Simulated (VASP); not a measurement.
Wanted: the native input for a VASP 6.6.1 run.

| Property | Result |
| --- | --- |
| Task | relaxation of cell and atoms |
| Functional | PBEsol |
| Dispersion | D4 |
| Potentials or basis | VASP PAW PBE potentials, release 64 (Sb) |
| Cutoff | 600 eV |
| k mesh | 10 × 10 × 10 |
| Occupations | fermi-dirac, width 0.05 eV |
| Spin | no spin polarisation |
| Dipole correction | no |
| Further INCAR settings | ALGO = Normal; EDIFF = 1e-07; IBRION = 2; EDIFFG = -0.01; NSW = 60; ISIF = 3 |

The structure of Sb lies in POSCAR:

```
Sb
1.0
    0.0000000000      2.3712425216      2.3712425216
    2.3712425216      0.0000000000      2.3712425216
    2.3712425216      2.3712425216      0.0000000000
Sb
1
Direct
    0.0000000000      0.0000000000      0.0000000000
```

These files were run (other wordings do the same):

INCAR

```
SYSTEM = Sb
ALGO = Normal
EDIFF = 1E-7
EDIFFG = -0.01
ENCUT = 600
GGA = PS
IBRION = 2
ISIF = 3
ISMEAR = -1
IVDW = 13
LASPH = .TRUE.
LCHARG = .FALSE.
LREAL = .FALSE.
LWAVE = .FALSE.
NELM = 60
NSW = 60
PREC = Accurate
SIGMA = 0.05
```

KPOINTS

```
k-points
0
G
  10 10 10
  0 0 0
```

Potentials or basis: VASP PAW PBE potentials, release 64 (Sb).

The run is started by

```bash
$ cat potpaw_PBE.64/Sb/POTCAR > POTCAR
$ mpirun -np 1 vasp_std > vasp.out
```

It gave:

The relaxed volume is 25.33 Å³/atom, the relaxed cell is a = 3.297 Å, b = 3.297 Å, c = 3.297 Å, α = 60.00°, β = 60.00°, γ = 60.00° and the space group after relaxing (to 0.05 Å) is Fm-3m (No. 225). The energy gained by relaxing is 13.9 meV/atom, the ionic steps are 3 and the pressure after relaxing is 0.0 GPa. The dispersion energy per atom is -0.346 eV.

Caveat: the PAW data sets were made with another functional, which shifts forces and pressure a little; pairwise dispersion overbinds metals, which lowers pressure and volume.

It took 43 s on 1 thread of AMD EPYC 7R13, on a shared host, peak memory 0.13 GiB.
